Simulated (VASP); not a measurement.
MgO: single point with LDA

Crystal: MgO.

```xyz
8
Lattice="4.1607 0.0000 0.0000 0.0000 -4.1607 0.0000 0.0000 0.0000 -4.1607" Properties=species:S:1:pos:R:3 pbc="T T T"
Mg   -0.3677   -4.5284   -4.4727
Mg    2.0804   -2.0804   -4.1607
Mg    2.0804   -4.1607   -2.0804
Mg    0.0000   -2.0804   -2.0804
O     2.0804    0.0000    0.0000
O     0.0000   -2.0804    0.0000
O     0.0000    0.0000   -2.0804
O     2.0804   -2.0804   -2.0804
```

This cell differs from its parent crystal: atom 1 (Mg) moved by -0.520 Å along [1 1 0] and -0.312 Å along [0 0 1].

```
Program             : VASP 6.6.1
Task                : single point
Functional          : LDA
Potentials or basis : VASP PAW LDA potentials, release 64 (Mg, O)
Cutoff              : 520 eV
k mesh              : 6 × 6 × 6
Occupations         : gaussian, width 0.05 eV
Spin                : no spin polarisation
```

- Pressure: 9.4 GPa
- Largest force: 6.740 eV/Å
- Band gap on the k mesh: 4.88 eV, direct

Forces on the atoms (eV/Å):
```
Mg   4.309  4.309  2.880
Mg  -1.302 -1.302  0.399
Mg  -1.179  0.430 -1.076
Mg   0.430 -1.179 -1.076
O   -2.019 -0.108 -0.080
O   -0.108 -2.019 -0.080
O   -0.304 -0.304 -1.127
O    0.173  0.173  0.161
```

Stress tensor (GPa, compression positive):
```
10.62 -2.22 -1.56
-2.22 10.62 -1.56
-1.56 -1.56  6.87
```

Levels at points of the mesh, in eV from the valence-band top:
```csv
k point,band 14,band 15,band 16,band 17,band 18,band 19
"(0.00, 0.00, 0.00)",-0.16,-0.16,0.00,4.88,8.39,9.05
"(0.50, 0.00, 0.00)",-0.93,-0.84,-0.67,7.91,8.36,10.11
"(0.00, 0.00, 0.50)",-0.90,-0.88,-0.70,7.97,8.34,10.13
"(0.50, 0.50, 0.00)",-0.86,-0.81,-0.41,8.96,9.54,9.64
"(0.00, 0.50, 0.50)",-0.88,-0.84,-0.39,8.99,9.51,9.65
"(0.50, 0.50, 0.50)",-0.77,-0.40,-0.37,7.50,7.98,7.98
```

Run time: 82 s on 1 thread of Intel Xeon 6975P-C (shared host), peak memory 0.22 GiB.

Caveat: the cell differs from its parent crystal (atom 1 (Mg) moved by -0.520 Å along [1 1 0] and -0.312 Å along [0 0 1]); forces of over 1 eV/Å act on the atoms, so gaps and moduli don't describe the material at rest.
